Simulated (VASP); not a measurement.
# BiTe (Fm-3m) in VASP: notebook

Runs on BiTe. Level: PBE. Tasks: single point.

Everything below comes from runs of VASP 6.6.1. Logs are shortened: lines on timing, memory, paths and dates and some standing lists are left out, and cuts for length are marked.

### Step 1. The cell of the first run

The structure is cubic, space group Fm-3m (No. 225). The conventional cell has a = 6.470 Å, b = 6.470 Å, c = 6.470 Å, α = 90.00°, β = 90.00°, γ = 90.00°. Within 4.3 Å of Bi (site symmetry m-3m) lie 6 Te at 3.23 Å. Te (site symmetry m-3m) has 6 Bi at 3.23 Å within 4.3 Å.

### Step 2. Single point, PBE

INCAR

```
SYSTEM = BiTe
ALGO = Normal
EDIFF = 1E-6
ENCUT = 520
GGA = PE
ISIF = 2
ISMEAR = -1
LASPH = .TRUE.
LCHARG = .FALSE.
LREAL = .FALSE.
LWAVE = .FALSE.
NBANDS = 18
NELM = 100
PREC = Accurate
SIGMA = 0.05
```

KPOINTS

```
k-points
0
G
  13 13 13
  0 0 0
```

POSCAR

```
BiTe
1.0
    0.0000000000      3.2350000000      3.2350000000
    3.2350000000      0.0000000000      3.2350000000
    3.2350000000      3.2350000000      0.0000000000
Bi Te
1 1
Direct
    0.0000000000      0.0000000000      0.0000000000
    0.5000000000      0.5000000000      0.5000000000
```

Potentials or basis: VASP PAW PBE potentials, release 64 (Bi_d, Te).

Command:

```console
$ cat potpaw_PBE.64/Bi_d/POTCAR potpaw_PBE.64/Te/POTCAR > POTCAR
$ mpirun -np 1 vasp_std > vasp.out
```

OUTCAR:

```text
SYSTEM = BiTe
   EDIFF = 1E-6
   ENCUT = 520
   GGA = PE
   ISIF = 2
   ISMEAR = -1
   LASPH = .TRUE.
   LREAL = .FALSE.
   NELM = 100
   PREC = Accurate

 ion  position               nearest neighbor table
   1  0.000  0.000  0.000-   2 3.23   2 3.23   2 3.23   2 3.23   2 3.23   2 3.23
   2  0.500  0.500  0.500-   1 3.23   1 3.23   1 3.23   1 3.23   1 3.23   1 3.23

  LATTYP: Found a face centered cubic cell.
 ALAT       =     6.4700000000

  Lattice vectors:

 A1 = (   0.0000000000,   3.2350000000,   3.2350000000)
 A2 = (   3.2350000000,   0.0000000000,   3.2350000000)
 A3 = (   3.2350000000,   3.2350000000,   0.0000000000)

Analysis of symmetry for initial positions (statically):
=====================================================================
 Subroutine PRICEL returns:
 Original cell was already a primitive cell.

 Routine SETGRP: Setting up the symmetry group for a
 face centered cubic supercell.

 Subroutine GETGRP returns: Found 48 space group operations
 (whereof 48 operations were pure point group operations)
 out of a pool of 48 trial point group operations.

The static configuration has the point symmetry O_h .

Analysis of symmetry for dynamics (positions and initial velocities):
=====================================================================
 Subroutine PRICEL returns:
 Original cell was already a primitive cell.

 Routine SETGRP: Setting up the symmetry group for a
 face centered cubic supercell.

 Subroutine GETGRP returns: Found 48 space group operations
 (whereof 48 operations were pure point group operations)
 out of a pool of 48 trial point group operations.

The dynamic configuration has the point symmetry O_h .

 Subroutine INISYM returns: Found 48 space group operations
 (whereof 48 operations are pure point group operations),
 and found     1 'primitive' translations

----------------------------------------------------------------------------------------

                                     Primitive cell

  volume of cell :      67.7100

  direct lattice vectors                    reciprocal lattice vectors
     0.000000000  3.235000000  3.235000000    -0.154559505  0.154559505  0.154559505
     3.235000000  0.000000000  3.235000000     0.154559505 -0.154559505  0.154559505
     3.235000000  3.235000000  0.000000000     0.154559505  0.154559505 -0.154559505

  length of vectors
     4.574980874  4.574980874  4.574980874     0.267704916  0.267704916  0.267704916

  position of ions in fractional coordinates (direct lattice)
     0.000000000  0.000000000  0.000000000
     0.500000000  0.500000000  0.500000000

  ion indices of the primitive-cell ions
   primitive index   ion index
                 1           1
                 2           2

----------------------------------------------------------------------------------------

 KPOINTS: k-points

Automatic generation of k-mesh.
 Grid dimensions read from file:
 generate k-points for:   13   13   13

 Generating k-lattice:

  Cartesian coordinates                     Fractional coordinates (reciprocal lattice)
    -0.011889193  0.011889193  0.011889193     0.076923077  0.000000000  0.000000000
     0.011889193 -0.011889193  0.011889193     0.000000000  0.076923077  0.000000000
     0.011889193  0.011889193 -0.011889193     0.000000000  0.000000000  0.076923077

  Length of vectors
     0.020592686  0.020592686  0.020592686

  Shift w.r.t. Gamma in fractional coordinates (k-lattice)
     0.000000000  0.000000000  0.000000000

 Subroutine IBZKPT returns following result:
 ===========================================

 Found     84 irreducible k-points:

 Following reciprocal coordinates:
            Coordinates               Weight
  0.000000  0.000000  0.000000      1.000000
  0.076923  0.000000  0.000000      8.000000
  0.153846  0.000000  0.000000      8.000000
  0.230769  0.000000  0.000000      8.000000
  0.307692  0.000000  0.000000      8.000000
  0.384615  0.000000  0.000000      8.000000
[... 16 lines left out ...]
  0.384615  0.153846  0.000000     24.000000
  0.461538  0.153846  0.000000     24.000000
 [... further k-points ...]
   k-points           NKPTS =     84   k-points in BZ     NKDIM =     84   number of bands    NBANDS=     18
   number of dos      NEDOS =    301   number of ions     NIONS =      2
   total plane-waves  NPLWV =  46656
   dimension x,y,z NGX =    36 NGY =   36 NGZ =   36
   dimension x,y,z NGXF=    72 NGYF=   72 NGZF=   72
   ions per type =               1   1
   NGX,Y,Z   is equivalent  to a cutoff of  13.08, 13.08, 13.08 a.u.
   NGXF,Y,Z  is equivalent  to a cutoff of  26.16, 26.16, 26.16 a.u.
 SYSTEM =  BiTe
   PREC   = accura    normal or accurate (medium, high low for compatibility)
   ISTART =      0    job   : 0-new  1-cont  2-samecut
   ICHARG =      2    charge: 1-file 2-atom 10-const
   ISPIN  =      1    spin polarized calculation?
   LNONCOLLINEAR =      F non collinear calculations
   LSORBIT =      F    spin-orbit coupling
   LASPH  =      T    aspherical Exc in radial PAW
   ENCUT  =  520.0 eV  38.22 Ry    6.18 a.u.   8.51  8.51  8.51*2*pi/ulx,y,z
   NELM   =    100;   NELMIN=  2; NELMDL= -5     # of ELM steps
   EDIFF  = 0.1E-05   stopping-criterion for ELM
   LREAL  =      F    real-space projection
   EDIFFG = 0.1E-04   stopping-criterion for IOM
   NSW    =      0    number of steps for IOM
   IBRION =     -1    ionic relax: 0-MD 1-quasi-New 2-CG
   NFREE  =      0    steps in history (QN), initial steepest desc. (CG)
   ISIF   =      2    stress and relaxation
   ISYM   =      2    0-nonsym 1-usesym 2-fastsym
   POTIM  = 0.5000    time-step for ionic-motion
   TEBEG  =    0.0;   TEEND  =   0.0 temperature during run
   PSTRESS=    0.0 pullay stress
   NELECT =      21.0000    total number of electrons
   NUPDOWN=      -1.0000    fix difference up-down
   EMIN   =  10.00;   EMAX   =-10.00  energy-range for DOS
   EFERMI =   0.00;   METHOD = LEGACY
   ISMEAR =    -1;   SIGMA  =   0.05  broadening in eV -4-tet -1-fermi 0-gaus
   EFERMI_NEDOS =   21; number of points for ismear=-14 and -15
   IALGO  =     38    algorithm
   IMIX   =      4    mixing-type and parameters
     AMIX     =   0.40;   BMIX     =  1.00
     AMIX_MAG =   1.60;   BMIX_MAG =  1.00
  volume/ion in A,a.u.               =      33.86       228.46
  Fermi-wavevector in a.u.,A,eV,Ry     =   1.108146  2.094092 16.707785  1.227988
  Thomas-Fermi vector in A             =   2.244669
   LORBIT       =      0    0 simple, 1 ext, 2 COOP (PROOUT), +10 PAW based schemes
   GGA     = PE    functional components
   LHFCALC =     F    Hartree Fock is set to
   AEXX    =    0.0000 exact exchange contribution
   IVDW    =     0    specifies the selected vdW correction
   LEPSILON=     F    determine dielectric tensor
   LRPA    =     F    only Hartree local field effects (RPA)
 non-spin polarized calculation
  energy-cutoff  :      520.00
  volume of cell :       67.71
 maximum number of plane-waves:      1844
 NGX is ok and might be reduce to    36
   NGX = 17   NGY = 17   NGZ = 17

 number of electron      21.0000001 magnetization

 Free energy of the ion-electron system (eV)
  ---------------------------------------------------
  ext. energy  EPLUGINS =         0.00000000
  ---------------------------------------------------
  free energy    TOTEN  =        -7.17808252 eV

  energy without entropy =       -7.16557236  energy(sigma->0) =       -7.17182744

 E-fermi :   6.6428     XC(G=0):  -9.4347

 val. band max:        6.6386876258   @ k =   0.4615   0.0769   0.0000
 cond. band min:       6.6792390916   @ k =  -0.4615   0.3077   0.1538
 fundamental gap:      0.0405514658
 Fermi energy:         6.6428242451

 k-point     1 :       0.0000    0.0000    0.0000
  band No.  band energies     occupation
      1     -16.5001      2.00000
      2     -16.5001      2.00000
      3     -16.4970      2.00000
      4     -16.4970      2.00000
      5     -16.4970      2.00000
      6      -6.8732      2.00000
[... 10 lines left out ...]
     17      12.7650      0.00000
     18      13.2075      0.00000

 k-point     2 :       0.0769    0.0000    0.0000
  band No.  band energies     occupation
      1     -16.5003      2.00000
      2     -16.5003      2.00000
      3     -16.4969      2.00000
      4     -16.4967      2.00000
      5     -16.4967      2.00000
      6      -6.8203      2.00000
[... 10 lines left out ...]
     17      13.1391      0.00000
     18      13.6109      0.00000

 k-point     3 :       0.1538    0.0000    0.0000
  band No.  band energies     occupation
      1     -16.5009      2.00000
      2     -16.5009      2.00000
      3     -16.4966      2.00000
      4     -16.4957      2.00000
      5     -16.4957      2.00000
      6      -6.6624      2.00000
[... 10 lines left out ...]
     17      14.0466      0.00000
     18      14.4183      0.00000

 k-point     4 :       0.2308    0.0000    0.0000
  band No.  band energies     occupation
      1     -16.5020      2.00000
      2     -16.5020      2.00000
      3     -16.4962      2.00000
      4     -16.4941      2.00000
      5     -16.4941      2.00000
      6      -6.4020      2.00000
[... 10 lines left out ...]
     17      15.1617      0.00000
     18      15.5146      0.00000

 k-point     5 :       0.3077    0.0000    0.0000
  band No.  band energies     occupation
      1     -16.5031      2.00000
      2     -16.5031      2.00000
      3     -16.4958      2.00000
      4     -16.4924      2.00000
      5     -16.4924      2.00000
      6      -6.0443      2.00000
[... 10 lines left out ...]
     17      16.0440      0.00000
     18      16.7503      0.00000

 k-point     6 :       0.3846    0.0000    0.0000
  band No.  band energies     occupation
      1     -16.5041      2.00000
      2     -16.5041      2.00000
      3     -16.4954      2.00000
      4     -16.4909      2.00000
      5     -16.4909      2.00000
      6      -5.5985      2.00000
[... 10 lines left out ...]
     17      15.8081      0.00000
     18      17.1879      0.00000

 k-point     7 :       0.4615    0.0000    0.0000
  band No.  band energies     occupation
      1     -16.5047      2.00000
      2     -16.5047      2.00000
      3     -16.4952      2.00000
      4     -16.4901      2.00000
      5     -16.4901      2.00000
      6      -5.0925      2.00000
[... 10 lines left out ...]
     17      14.8059      0.00000
     18      16.1331      0.00000

 k-point     8 :       0.0769    0.0769    0.0000
  band No.  band energies     occupation
      1     -16.5008      2.00000
      2     -16.4998      2.00000
      3     -16.4972      2.00000
      4     -16.4964      2.00000
      5     -16.4964      2.00000
      6      -6.8029      2.00000
[... 10 lines left out ...]
     17      12.9774      0.00000
     18      13.3570      0.00000
[... 229 lines left out ...]
     17      13.2074      0.00000
     18      14.1612      0.00000

 k-point    20 :       0.1538    0.1538    0.0000
  band No.  band energies     occupation
      1     -16.5028      2.00000
      2     -16.4991      2.00000
      3     -16.4977      2.00000
      4     -16.4948      2.00000
      5     -16.4948      2.00000
      6      -6.5961      2.00000
[... 10 lines left out ...]
     17      13.2171      0.00000
     18      13.5450      0.00000

 k-point    21 :       0.2308    0.1538    0.0000
  band No.  band energies     occupation
      1     -16.5041      2.00000
      2     -16.4991      2.00000
      3     -16.4978      2.00000
      4     -16.4937      2.00000
      5     -16.4935      2.00000
      6      -6.4106      2.00000
[... 10 lines left out ...]
     17      13.7105      0.00000
     18      13.9878      0.00000

 k-point    22 :       0.3077    0.1538    0.0000
  band No.  band energies     occupation
      1     -16.5053      2.00000
      2     -16.4998      2.00000
      3     -16.4974      2.00000
      4     -16.4926      2.00000
      5     -16.4918      2.00000
      6      -6.1286      2.00000
[... 10 lines left out ...]
     17      14.6368      0.00000
     18      14.9045      0.00000

 k-point    23 :       0.3846    0.1538    0.0000
  band No.  band energies     occupation
      1     -16.5062      2.00000
      2     -16.5009      2.00000
      3     -16.4964      2.00000
      4     -16.4918      2.00000
      5     -16.4903      2.00000
      6      -5.7582      2.00000
[... 10 lines left out ...]
     17      15.3742      0.00000
     18      15.9665      0.00000

 k-point    24 :       0.4615    0.1538    0.0000
  band No.  band energies     occupation
      1     -16.5065      2.00000
      2     -16.5021      2.00000
      3     -16.4953      2.00000
      4     -16.4912      2.00000
      5     -16.4895      2.00000
      6      -5.3138      2.00000
[... 10 lines left out ...]
     17      15.1266      0.00000
     18      16.0315      0.00000

 [... further k-points ...]

------------------------ aborting loop because EDIFF is reached ----------------------------------------

  FORCE on cell =-STRESS in cart. coord.  units (eV):
  Direction    XX          YY          ZZ          XY          YZ          ZX
  --------------------------------------------------------------------------------------
  -------------------------------------------------------------------------------------
  Total        0.2955867      0.2955867      0.2955867     -0.0000000      0.0000000     -0.0000000
  in kB        6.9942744      6.9942744      6.9942744     -0.0000000      0.0000000     -0.0000000
  external PRESSURE =       6.9942744 kB  Pullay stress =       0.0000000 kB

 VOLUME and BASIS-vectors are now :
 -----------------------------------------------------------------------------
  energy-cutoff  :      520.00
  volume of cell :       67.71
      direct lattice vectors                 reciprocal lattice vectors
     0.000000000  3.235000000  3.235000000    -0.154559505  0.154559505  0.154559505
     3.235000000  0.000000000  3.235000000     0.154559505 -0.154559505  0.154559505
     3.235000000  3.235000000  0.000000000     0.154559505  0.154559505 -0.154559505

 POSITION                                       TOTAL-FORCE (eV/Angst)
 -----------------------------------------------------------------------------------
      0.00000      0.00000      0.00000         0.000000     -0.000000     -0.000000
      3.23500      3.23500      3.23500        -0.000000      0.000000      0.000000
 -----------------------------------------------------------------------------------
    total drift:                               -0.000000      0.000000      0.000000

  FREE ENERGIE OF THE ION-ELECTRON SYSTEM (eV)
  ---------------------------------------------------
  free  energy   TOTEN  =        -7.1780825169 eV

  energy  without entropy=       -7.1655723616  energy(sigma->0) =       -7.17182744
```

It took 3.2 min on 1 thread of AMD EPYC 7R13, shared host; peak memory 0.24 GiB.

Results:

```yaml
Free_energy: -7.1781 eV
Pressure: 0.7 GPa
Band_gap_on_the_k_mesh: zero (an odd number of electrons rules out a gap without spin polarisation)
```

Levels at points of the mesh, in eV from the Fermi level:
| k point | band 6 | band 7 | band 8 | band 9 | band 10 | band 11 | band 12 | band 13 | band 14 | band 15 |
| --- | --- | --- | --- | --- | --- | --- | --- | --- | --- | --- |
| (0.00, 0.00, 0.00) | -13.52 | -8.12 | -2.54 | -2.54 | -2.54 | 2.16 | 2.16 | 2.16 | 4.68 | 4.68 |

Caveat: spin-orbit coupling is left out, which moves the levels of the heavy elements.

### Step 3. Single point, PBE (34.53 Å³/atom)

This run uses another cell than the first one, of 34.53 Å³/atom.

INCAR

```
SYSTEM = BiTe
PREC = Accurate ; ENCUT = 520
EDIFF = 1E-7 ; ISMEAR = -1
SIGMA = 0.05 ; LREAL = .FALSE.
LASPH = .TRUE. ; NELM = 80
ALGO = Normal ; ISIF = 2
LWAVE = .FALSE. ; LCHARG = .TRUE.
GGA = PE ; LELF = .TRUE.
LVHAR = .TRUE. ; NBANDS = 18
```

KPOINTS

```
regular mesh
0
G
  13 13 13
  0 0 0
```

POSCAR

```
BiTe
1.0
    0.0000000000      3.2564244654      3.2564244654
    3.2564244654      0.0000000000      3.2564244654
    3.2564244654      3.2564244654      0.0000000000
Bi Te
1 1
Direct
    0.0000000000      0.0000000000      0.0000000000
    0.5000000000      0.5000000000      0.5000000000
```

Potentials or basis: VASP PAW PBE potentials, release 64 (Bi_d, Te).

Command:

```console
$ cat potpaw_PBE.64/Bi_d/POTCAR potpaw_PBE.64/Te/POTCAR > POTCAR
$ mpirun -np 1 vasp_std > vasp.out
```

Wall time 3.9 min (1 thread of AMD EPYC 7R13, shared host); peak memory 0.24 GiB.

It converged, with:

| Item | Value |
| --- | --- |
| Free energy | -7.1804 eV |
| Pressure | -0.2 GPa |
| Band gap on the k mesh | zero (an odd number of electrons rules out a gap without spin polarisation) |

Levels at points of the mesh, in eV from the Fermi level:
| k point | band 6 | band 7 | band 8 | band 9 | band 10 | band 11 | band 12 | band 13 | band 14 | band 15 |
| --- | --- | --- | --- | --- | --- | --- | --- | --- | --- | --- |
| (0.00, 0.00, 0.00) | -13.38 | -8.19 | -2.49 | -2.49 | -2.49 | 2.12 | 2.12 | 2.12 | 4.71 | 4.71 |

Caveat: spin-orbit coupling is left out, which moves the levels of the heavy elements.

The gap in the log of VASP goes by the Fermi energy; the results here count the filled bands.